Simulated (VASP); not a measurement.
# Hf2Ti7Si2Sn5 in VASP: a series of runs

The runs below take Hf2Ti7Si2Sn5 through single point, with PBE.

All numbers are computed with VASP 6.6.1; they aren't measurements. Logs are shortened: lines on timing, memory, paths and dates and some standing lists are left out, and cuts for length are marked.

## Step 1: The cell of the first run

The cell holds a disordered packing, 16 atoms: a = 6.952 Å, b = 7.294 Å, c = 7.144 Å, α = 91.57°, β = 88.17°, γ = 91.56°.

## Step 2: Single point, PBE

File INCAR:

```
ALGO = Normal
EDIFF = 1E-6
ENCUT = 400
GGA = PE
GGA_COMPAT = F
ISIF = 2
ISMEAR = -1
ISYM = -1
LASPH = T
LCHARG = F
LREAL = Auto
LWAVE = F
NBANDS = 105
NELM = 120
PREC = Accurate
SIGMA = 0.0767
```

File KPOINTS:

```
explicit points
1
Reciprocal
  0.25000000   0.25000000   0.25000000 1
```

File POSCAR:

```
Hf2Ti7Si2Sn5
1.0
    6.9502750000     -0.0960840000      0.1117440000
   -0.0960840000      7.2928480000     -0.0979470000
    0.1117440000     -0.0979470000      7.1420180000
Ti Sn Hf Si
7 5 2 2
Direct
    0.4180218447      0.1242822263      0.1418846380
    0.3154072703      0.5026314401      0.7659254530
    1.0182083693      0.1955570576      0.6190017375
    0.8927244117      0.0515677949      0.2826789731
    0.7869923727      0.3680876319      0.9099183737
    0.1918065836      0.3995521898      0.3123305911
    0.2269837521      0.8519783229      0.3854523537
    0.4876976841      0.2151283443      0.6004203414
    0.7567975780      0.3959242520      0.3195222981
   -0.0145150775      0.6551165386      0.0804517256
    0.6195650955      0.7599526666      0.4703563337
    0.5267235499      0.7399989891      0.0911864804
    0.9410420520      0.6140867522      0.6359792361
    0.7852872583      0.9651110792      0.8527557051
    0.1872743235      0.8910470864      0.7872308089
    0.1244921685      0.2075544525      0.9992380421
```

Potentials or basis: VASP PAW PBE potentials, release 64 (Ti_sv, Sn_d, Hf_pv, Si).

Run with:

```console
$ cat potpaw_PBE.64/Ti_sv/POTCAR potpaw_PBE.64/Sn_d/POTCAR potpaw_PBE.64/Hf_pv/POTCAR potpaw_PBE.64/Si/POTCAR > POTCAR
$ mpirun -np 1 vasp_std > vasp.out
```

OUTCAR:

```text
EDIFF = 1E-6
   ENCUT = 400
   GGA = PE
   ISIF = 2
   ISMEAR = -1
   ISYM = -1
   LASPH = T
   LREAL = Auto
   NELM = 120
   PREC = Accurate

 ion  position               nearest neighbor table
   1  0.418  0.124  0.142-  16 2.41   6 2.81  12 2.93   9 3.30
   2  0.315  0.503  0.766-   8 2.67  13 2.93  15 2.99  16 3.01  12 3.23
   3  0.018  0.196  0.619-   4 2.75  16 2.84  14 2.84  15 2.85   5 2.87   6 2.90  13 3.11   9 3.25
                             8 3.26
   4  0.893  0.052  0.283-   9 2.71   3 2.75  16 2.79   7 2.90  11 3.11  14 3.23  10 3.27
   5  0.787  0.368  0.910-  16 2.75  10 2.75  13 2.85   3 2.87   9 2.93  14 2.96   8 3.24
   6  0.192  0.400  0.312-  16 2.65   1 2.81   3 2.90  10 2.96   9 3.02  13 3.24   8 3.29
   7  0.227  0.852  0.385-  15 2.88   4 2.90  11 2.91  12 3.02  10 3.09  13 3.15
   8  0.488  0.215  0.600-   2 2.67   9 3.01   5 3.24   3 3.26   6 3.29  15 3.38  14 3.39  11 3.56

   9  0.757  0.396  0.320-   4 2.71   5 2.93  10 2.98   8 3.01  11 3.01   6 3.02  13 3.03   3 3.25
                             1 3.30  12 3.48
  10  0.985  0.655  0.080-   5 2.75   6 2.96   9 2.98  15 3.03   7 3.09  14 3.20  13 3.20  12 3.26
                             4 3.27
  11  0.620  0.760  0.470-  12 2.80  13 2.81   7 2.91   9 3.01   4 3.11  14 3.30   8 3.56
  12  0.527  0.740  0.091-  11 2.80   1 2.93  14 2.94   7 3.02   2 3.23  10 3.26   9 3.48
  13  0.941  0.614  0.636-  11 2.81  15 2.83   5 2.85   2 2.93   9 3.03   3 3.11   7 3.15  14 3.15
                            10 3.20   6 3.24
  14  0.785  0.965  0.853-   3 2.84  15 2.88  12 2.94   5 2.96  16 3.10  13 3.15  10 3.20   4 3.23
                            11 3.30   8 3.39
  15  0.187  0.891  0.787-  16 2.76  13 2.83   3 2.85   7 2.88  14 2.88   2 2.99  10 3.03   8 3.38

  16  0.124  0.208  0.999-   1 2.41   6 2.65   5 2.75  15 2.76   4 2.79   3 2.84   2 3.01  14 3.10

IMPORTANT INFORMATION: All symmetrisations will be switched off!
NOSYMM: (Re-)initialisation of all symmetry stuff for point group C_1.

----------------------------------------------------------------------------------------

                                     Primitive cell

  volume of cell :     361.7880

  direct lattice vectors                    reciprocal lattice vectors
     6.950275000 -0.096084000  0.111744000     0.143940800  0.001866531 -0.002226500
    -0.096084000  7.292848000 -0.097947000     0.001866531  0.137170107  0.001851973
     0.111744000 -0.097947000  7.142018000    -0.002226500  0.001851973  0.140076683

  length of vectors
     6.951837270  7.294138585  7.143563638     0.143970119  0.137195306  0.140106618

  position of ions in fractional coordinates (direct lattice)
     0.418021845  0.124282226  0.141884638
     0.315407270  0.502631440  0.765925453
     0.018208369  0.195557058  0.619001737
     0.892724412  0.051567795  0.282678973
     0.786992373  0.368087632  0.909918374
     0.191806584  0.399552190  0.312330591
     0.226983752  0.851978323  0.385452354
     0.487697684  0.215128344  0.600420341
     0.756797578  0.395924252  0.319522298
     0.985484922  0.655116539  0.080451726
     0.619565096  0.759952667  0.470356334
     0.526723550  0.739998989  0.091186480
     0.941042052  0.614086752  0.635979236
     0.785287258  0.965111079  0.852755705
     0.187274323  0.891047086  0.787230809
     0.124492168  0.207554452  0.999238042

  ion indices of the primitive-cell ions
   primitive index   ion index
                 1           1
                 2           2
                 3           3
                 4           4
                 5           5
                 6           6
                 7           7
                 8           8
                 9           9
                10          10
                11          11
                12          12
                13          13
                14          14
                15          15
                16          16

----------------------------------------------------------------------------------------

 KPOINTS: explicit points

Read explicit list of k-points.

 Found      1 k-points:

 Following reciprocal coordinates:
            Coordinates               Weight
  0.250000  0.250000  0.250000      1.000000
   k-points           NKPTS =      1   k-points in BZ     NKDIM =      1   number of bands    NBANDS=    105
   number of dos      NEDOS =    301   number of ions     NIONS =     16
   total plane-waves  NPLWV = 110592
   dimension x,y,z NGX =    48 NGY =   48 NGZ =   48
   dimension x,y,z NGXF=    96 NGYF=   96 NGZF=   96
   ions per type =               7   5   2   2
   NGX,Y,Z   is equivalent  to a cutoff of  11.48, 10.94, 11.17 a.u.
   NGXF,Y,Z  is equivalent  to a cutoff of  22.96, 21.88, 22.34 a.u.
 SYSTEM =  unknown system
   PREC   = accura    normal or accurate (medium, high low for compatibility)
   ISTART =      0    job   : 0-new  1-cont  2-samecut
   ICHARG =      2    charge: 1-file 2-atom 10-const
   ISPIN  =      1    spin polarized calculation?
   LNONCOLLINEAR =      F non collinear calculations
   LSORBIT =      F    spin-orbit coupling
   LASPH  =      T    aspherical Exc in radial PAW
   ENCUT  =  400.0 eV  29.40 Ry    5.42 a.u.  11.34 11.89 11.65*2*pi/ulx,y,z
   NELM   =    120;   NELMIN=  2; NELMDL= -5     # of ELM steps
   EDIFF  = 0.1E-05   stopping-criterion for ELM
   LREAL  =      T    real-space projection
   EDIFFG = 0.1E-04   stopping-criterion for IOM
   NSW    =      0    number of steps for IOM
   IBRION =     -1    ionic relax: 0-MD 1-quasi-New 2-CG
   NFREE  =      0    steps in history (QN), initial steepest desc. (CG)
   ISIF   =      2    stress and relaxation
   ISYM   =     -1    0-nonsym 1-usesym 2-fastsym
   POTIM  = 0.5000    time-step for ionic-motion
   TEBEG  =    0.0;   TEEND  =   0.0 temperature during run
   PSTRESS=    0.0 pullay stress
   NELECT =     182.0000    total number of electrons
   NUPDOWN=      -1.0000    fix difference up-down
   EMIN   =  10.00;   EMAX   =-10.00  energy-range for DOS
   EFERMI =   0.00;   METHOD = LEGACY
   ISMEAR =    -1;   SIGMA  =   0.08  broadening in eV -4-tet -1-fermi 0-gaus
   EFERMI_NEDOS =   21; number of points for ismear=-14 and -15
   IALGO  =     38    algorithm
   IMIX   =      4    mixing-type and parameters
     AMIX     =   0.40;   BMIX     =  1.00
     AMIX_MAG =   1.60;   BMIX_MAG =  1.00
  volume/ion in A,a.u.               =      22.61       152.59
  Fermi-wavevector in a.u.,A,eV,Ry     =   1.302009  2.460440 23.064960  1.695227
  Thomas-Fermi vector in A             =   2.433105
   LORBIT       =      0    0 simple, 1 ext, 2 COOP (PROOUT), +10 PAW based schemes
   GGA     = PE    functional components
   LHFCALC =     F    Hartree Fock is set to
   AEXX    =    0.0000 exact exchange contribution
   IVDW    =     0    specifies the selected vdW correction
   LEPSILON=     F    determine dielectric tensor
   LRPA    =     F    only Hartree local field effects (RPA)
 non-spin polarized calculation
  energy-cutoff  :      400.00
  volume of cell :      361.79
 maximum number of plane-waves:      6557
 NGX is ok and might be reduce to    48
   NGX = 23   NGY = 23   NGZ = 23

 number of electron     182.0000008 magnetization

 Free energy of the ion-electron system (eV)
  ---------------------------------------------------
  ext. energy  EPLUGINS =         0.00000000
  ---------------------------------------------------
  free energy    TOTEN  =      -103.17207944 eV

  energy without entropy =     -102.83034866  energy(sigma->0) =     -103.00121405

 E-fermi :   6.9636     XC(G=0): -10.5291

 val. band max:        6.9153228627   @ k =   0.2500   0.2500   0.2500
 cond. band min:       7.0038143398   @ k =   0.2500   0.2500   0.2500
 fundamental gap:      0.0884914771
 Fermi energy:         6.9635890387

 k-point     1 :       0.2500    0.2500    0.2500
  band No.  band energies     occupation
      1     -50.4632      2.00000
      2     -50.2387      2.00000
      3     -50.0572      2.00000
      4     -50.0414      2.00000
      5     -50.0277      2.00000
      6     -49.9832      2.00000
      7     -49.8645      2.00000
      8     -26.8489      2.00000
      9     -26.6971      2.00000
     10     -26.6271      2.00000
     11     -26.6076      2.00000
     12     -26.5743      2.00000
     13     -26.4521      2.00000
     14     -26.4187      2.00000
     15     -26.3928      2.00000
     16     -26.3876      2.00000
     17     -26.3646      2.00000
     18     -26.3565      2.00000
     19     -26.3406      2.00000
     20     -26.3084      2.00000
     21     -26.2712      2.00000
     22     -26.2240      2.00000
     23     -26.1983      2.00000
     24     -26.1866      2.00000
     25     -26.1700      2.00000
     26     -26.1462      2.00000
     27     -26.1371      2.00000
     28     -25.9354      2.00000
     29     -24.1093      2.00000
     30     -23.9406      2.00000
     31     -23.8988      2.00000
     32     -23.7057      2.00000
     33     -23.6233      2.00000
     34     -23.5672      2.00000
     35     -14.5432      2.00000
     36     -14.4602      2.00000
     37     -14.4214      2.00000
     38     -14.4074      2.00000
     39     -14.3419      2.00000
     40     -14.3302      2.00000
     41     -14.3258      2.00000
     42     -14.3125      2.00000
     43     -14.2920      2.00000
     44     -14.2748      2.00000
     45     -14.2667      2.00000
     46     -14.2559      2.00000
     47     -14.2452      2.00000
     48     -14.2331      2.00000
     49     -14.2126      2.00000
     50     -14.2107      2.00000
     51     -14.2033      2.00000
     52     -14.1967      2.00000
     53     -14.1925      2.00000
     54     -14.1724      2.00000
     55     -14.1640      2.00000
     56     -14.1524      2.00000
     57     -14.1267      2.00000
     58     -14.1249      2.00000
     59     -14.1040      2.00000
     60      -2.7112      2.00000
     61      -1.6703      2.00000
     62      -1.2134      2.00000
     63      -0.6221      2.00000
     64      -0.1529      2.00000
     65       0.6749      2.00000
     66       0.9091      2.00000
     67       2.6729      2.00000
     68       3.1429      2.00000
     69       3.2646      2.00000
     70       3.5913      2.00000
     71       3.8810      2.00000
     72       4.0883      2.00000
     73       4.3377      2.00000
     74       4.5864      2.00000
     75       4.6784      2.00000
     76       4.8351      2.00000
     77       5.0197      2.00000
     78       5.2844      2.00000
     79       5.3553      2.00000
     80       5.6109      2.00000
     81       5.7548      2.00000
     82       5.9685      2.00000
     83       6.0798      1.99998
     84       6.1576      1.99995
     85       6.2582      1.99980
     86       6.2946      1.99967
     87       6.4343      1.99799
     88       6.6094      1.98045
     89       6.6657      1.95968
     90       6.8004      1.78723
     91       6.9153      1.30465
     92       7.0038      0.74362
     93       7.1342      0.19523
     94       7.3305      0.01659
     95       7.3631      0.01088
     96       7.4515      0.00345
     97       7.5828      0.00062
     98       7.7029      0.00013
     99       7.7711      0.00005
    100       7.9004      0.00001
    101       7.9806      0.00000
    102       8.0686      0.00000
    103       8.0876      0.00000
 [bands above 103 left out]

------------------------ aborting loop because EDIFF is reached ----------------------------------------

  FORCE on cell =-STRESS in cart. coord.  units (eV):
  Direction    XX          YY          ZZ          XY          YZ          ZX
  --------------------------------------------------------------------------------------
  -------------------------------------------------------------------------------------
  Total      -16.3782565    -14.4265995    -14.7260092     -4.4481814     -4.1683806     -2.5872564
  in kB      -72.5310657    -63.8881578    -65.2140929    -19.6987596    -18.4596625    -11.4576580
  external PRESSURE =     -67.2111055 kB  Pullay stress =       0.0000000 kB

 VOLUME and BASIS-vectors are now :
 -----------------------------------------------------------------------------
  energy-cutoff  :      400.00
  volume of cell :      361.79
      direct lattice vectors                 reciprocal lattice vectors
     6.950275000 -0.096084000  0.111744000     0.143940800  0.001866531 -0.002226500
    -0.096084000  7.292848000 -0.097947000     0.001866531  0.137170107  0.001851973
     0.111744000 -0.097947000  7.142018000    -0.002226500  0.001851973  0.140076683

 POSITION                                       TOTAL-FORCE (eV/Angst)
 -----------------------------------------------------------------------------------
      2.90928      0.85231      1.04788         1.463078     -0.396552      0.816203
      2.22946      3.56029      5.45627        -0.770940      1.126937      0.585416
      0.17693      1.36379      4.40380         0.744288      0.356414      0.212153
      6.23131      0.26261      2.11360         0.053305     -1.387430     -0.890284
      5.53612      2.51967      6.55054        -0.428878     -1.246291     -0.119373
      1.32962      2.86485      2.21297         0.082510      0.318601      0.184097
      1.53881      6.15378      2.69482         0.105248      0.311499      0.660625
      3.43606      1.46323      4.32164         0.364567     -1.235960     -0.185328
      5.25761      2.78340      2.32782        -0.458567     -0.226819      0.198962
      6.79543      4.67510      0.62054         0.868105      1.805203     -0.082229
      4.28569      5.43662      3.35409        -0.851773      0.360669      1.346366
      3.59996      5.33716      0.63763        -0.999367     -0.370747     -0.969010
      6.55256      4.32573      4.58718         1.303287      0.407576      0.250144
      5.46052      6.87943      6.08362        -0.002727      0.274867     -0.210845
      1.30396      6.40317      5.55607         0.075942     -0.096454     -0.351221
      0.95697      1.40383      7.13016        -1.548078     -0.001512     -1.445675
 -----------------------------------------------------------------------------------
    total drift:                               -0.004863      0.001185      0.000663

  FREE ENERGIE OF THE ION-ELECTRON SYSTEM (eV)
  ---------------------------------------------------
  free  energy   TOTEN  =      -103.1720794432 eV

  energy  without entropy=     -102.8303486610  energy(sigma->0) =     -103.00121405
```

It took 98 s on 1 thread of Intel Xeon 6975P-C (Granite Rapids), shared host; peak memory 0.32 GiB.

Results:

| Item | Value |
| --- | --- |
| Free energy | -103.1721 eV |
| Pressure | -6.7 GPa |
| Largest force | 2.118 eV/Å |

Forces on the atoms (eV/Å):
```
Ti   1.463 -0.397  0.816
Ti  -0.771  1.127  0.585
Ti   0.744  0.356  0.212
Ti   0.053 -1.387 -0.890
Ti  -0.429 -1.246 -0.119
Ti   0.083  0.319  0.184
Ti   0.105  0.311  0.661
Sn   0.365 -1.236 -0.185
Sn  -0.459 -0.227  0.199
Sn   0.868  1.805 -0.082
Sn  -0.852  0.361  1.346
Sn  -0.999 -0.371 -0.969
Hf   1.303  0.408  0.250
Hf  -0.003  0.275 -0.211
Si   0.076 -0.096 -0.351
Si  -1.548 -0.002 -1.446
```

Levels at points of the mesh, in eV from the Fermi level:
```
           k point  band 87  band 88  band 89  band 90  band 91  band 92  band 93  band 94  band 95  band 96
(0.25, 0.25, 0.25)    -0.53    -0.35    -0.30    -0.16    -0.05     0.04     0.17     0.37     0.40     0.49
```

Caveat: the atoms stand as in a frame of molecular dynamics; spin-orbit coupling is left out, which moves the levels of the heavy elements.

## Step 3: Single point, PBE

File INCAR:

```
SYSTEM = Hf2Ti7Si2Sn5
  PREC = Accurate
  ENCUT = 400
  EDIFF = 1E-6
  ISMEAR = -1
  SIGMA = 0.0767
  LREAL = Auto
  LASPH = .TRUE.
  NELM = 120
  ALGO = Normal
  ISIF = 2
  LWAVE = .FALSE.
  LCHARG = .FALSE.
  GGA = PE
  ISYM = -1
  NBANDS = 105
  GGA_COMPAT = .FALSE.
```

KPOINTS is that of step 2.

File POSCAR:

```
Hf2Ti7Si2Sn5
1.0
    6.9502750000     -0.0960840000      0.1117440000
   -0.0960840000      7.2928480000     -0.0979470000
    0.1117440000     -0.0979470000      7.1420180000
Ti Sn Hf Si
7 5 2 2
Direct
    0.4736889185      0.1419263779      0.1318424804
    0.2900745588      0.5369419332      0.7697466962
    1.0592740594      0.2129788327      0.6051228262
    0.8285320264     -0.0218539100      0.2736590684
    0.7603486461      0.3599004253      0.8988714069
    0.1989583290      0.4190163573      0.3438991607
    0.2592845430      0.8828254150      0.4116151218
    0.4825969250      0.1865078225      0.5843094446
    0.7457953103      0.3781194684      0.3423873360
   -0.0262727161      0.6798424653      0.1053442246
    0.5848391510      0.7529365189      0.5026687985
    0.5117248209      0.7088237019      0.0737434401
    0.9590915839      0.6351091056      0.6334529403
    0.7880945550      0.9871266530      0.8432147968
    0.2018826954      0.8952662979      0.7836619101
    0.0904485396      0.1901038465      1.0002838161
```

Potentials or basis: VASP PAW PBE potentials, release 64 (Ti_sv, Sn_d, Hf_pv, Si).

Run with:

```console
$ cat potpaw_PBE.64/Ti_sv/POTCAR potpaw_PBE.64/Sn_d/POTCAR potpaw_PBE.64/Hf_pv/POTCAR potpaw_PBE.64/Si/POTCAR > POTCAR
$ mpirun -np 1 vasp_std > vasp.out
```

It took 84 s on 1 thread of Intel Xeon 6975P-C (Granite Rapids), shared host; peak memory 0.33 GiB.

It converged, with:

```
Free energy   : -103.9042 eV
Pressure      : -7.9 GPa
Largest force : 2.213 eV/Å
```

Forces in eV/Å, atoms in the order of the input:
```
Ti  -0.509 -0.263 -0.136
Ti   0.727 -0.793  0.249
Ti  -0.385 -0.587  0.543
Ti  -0.601  2.101  0.349
Ti   0.303  0.100  0.179
Ti   0.337  0.327 -0.568
Ti  -1.335  0.139 -0.700
Sn  -0.522  0.114  0.827
Sn   0.985 -0.116 -0.598
Sn   0.761 -0.656 -0.871
Sn   0.806 -1.173  1.174
Sn  -0.387  0.237 -0.028
Hf  -0.555  0.444 -0.516
Hf   0.038 -0.598  0.002
Si  -0.228  0.660 -0.051
Si   0.564  0.066  0.144
```

Stress tensor (GPa, compression positive):
```
-7.21 -1.22 -1.02
-1.22 -6.61 -1.27
-1.02 -1.27 -9.91
```

Levels at points of the mesh, in eV from the Fermi level:
```csv
k point,band 89,band 90,band 91,band 92,band 93,band 94
"(0.25, 0.25, 0.25)",-0.26,-0.18,-0.08,0.05,0.28,0.36
```

Caveat: the atoms stand as in a frame of molecular dynamics; spin-orbit coupling is left out, which moves the levels of the heavy elements.

[end of part 1 of 3]
